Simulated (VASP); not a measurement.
Wanted: the native input for a VASP 6.6.1 run.

* Task: single point
* Functional: PBEsol
* Potentials or basis: VASP PAW PBE potentials, release 64 (Cd, S)
* Cutoff: 520 eV
* k mesh: 6 × 6 × 4
* Occupations: fermi-dirac, width 0.02 eV
* Spin: no spin polarisation
* Dipole correction: no
* Further INCAR settings: ALGO = Normal; EDIFF = 1e-06; NBANDS = 26

The structure of CdS lies in POSCAR:

```
CdS
1.0
    4.3733579087      0.0000000000      0.0000000000
   -2.1866789543      3.7874390488      0.0000000000
    0.0000000000      0.0000000000      5.6739198873
Cd S
2 2
Direct
    0.3333333333      0.6666666667      0.2500000000
    0.6666666667      0.3333333333      0.7500000000
    0.6666666667      0.3333333333      0.2500000000
    0.3333333333      0.6666666667      0.7500000000
```

These files were run (other wordings do the same):

INCAR

```
SYSTEM = CdS
ALGO     = Normal         ! electronic algorithm
EDIFF    = 1E-6           ! SCF threshold, eV
ENCUT    = 520            ! plane-wave cutoff, eV
GGA      = PS             ! functional
ISIF     = 2              ! what is computed and relaxed
ISMEAR   = -1             ! smearing method
LASPH    = .True.         ! aspherical terms in the spheres
LCHARG   = .False.        ! write CHGCAR
LREAL    = .False.        ! projectors in reciprocal space
LWAVE    = .False.        ! write WAVECAR
NBANDS   = 26             ! bands
NELM     = 80             ! most SCF steps
PREC     = Accurate       ! precision mode
SIGMA    = 0.02           ! smearing width, eV
```

KPOINTS

```
k-points
0
Gamma
  6 6 4
  0 0 0
```

Potentials or basis: VASP PAW PBE potentials, release 64 (Cd, S).

Command:

```bash
$ cat potpaw_PBE.64/Cd/POTCAR potpaw_PBE.64/S/POTCAR > POTCAR
$ mpirun -np 1 vasp_std > vasp.out
```

It gave:

```json
{"Pressure": "0.4 GPa", "Band gap on the k mesh": "0.86 eV (least direct gap 1.16 eV)"}
```

Caveat: the PAW data sets were made with another functional, which shifts forces and pressure a little.

Run time: 23 s on 1 thread of Intel(R) Xeon(R) 6975P-C (Granite Rapids), with other jobs on the host, peak memory 0.24 GiB.
